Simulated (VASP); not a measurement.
Ga, 2 atoms in the cell. The structure is hexagonal, space group P6_3/mmc (No. 194). Conventional cell: a = 2.557 Å, b = 2.557 Å, c = 4.213 Å, α = 90.00°, β = 90.00°, γ = 120.00°. Within 3.4 Å of Ga (site symmetry -6m2) lie 12 Ga at 2.56 to 2.57 Å. This isn't the form of Ga at room conditions, which is orthorhombic.

- Program: VASP 6.6.1
- Task: single point
- Functional: LDA
- Potentials or basis: VASP PAW LDA potentials, release 64 (Ga_d)
- Cutoff: 520 eV
- k mesh: 17 × 17 × 9
- Occupations: fermi-dirac, width 0.08 eV
- Spin: no spin polarisation
- Dipole correction: no
- Further INCAR settings: ALGO = Normal; EDIFF = 1e-06; NBANDS = 20

Potentials or basis: VASP PAW LDA potentials, release 64 (Ga_d).

Launch:

```bash
$ cat potpaw_LDA.64/Ga_d/POTCAR > POTCAR
$ mpirun -np 1 vasp_std > vasp.out
```

Hardware: 1 thread of Intel(R) Xeon(R) Platinum 8259CL CPU @ 2.50GHz (Skylake/Cascade Lake), on a shared host.

Task: Estimate the wall time of this run.

Result: Wall time 46 s on 1 thread of Intel(R) Xeon(R) Platinum 8259CL CPU @ 2.50GHz (Skylake/Cascade Lake), with other jobs on the host, peak memory 0.17 GiB. Counts: scf iterations 11, k points 165.
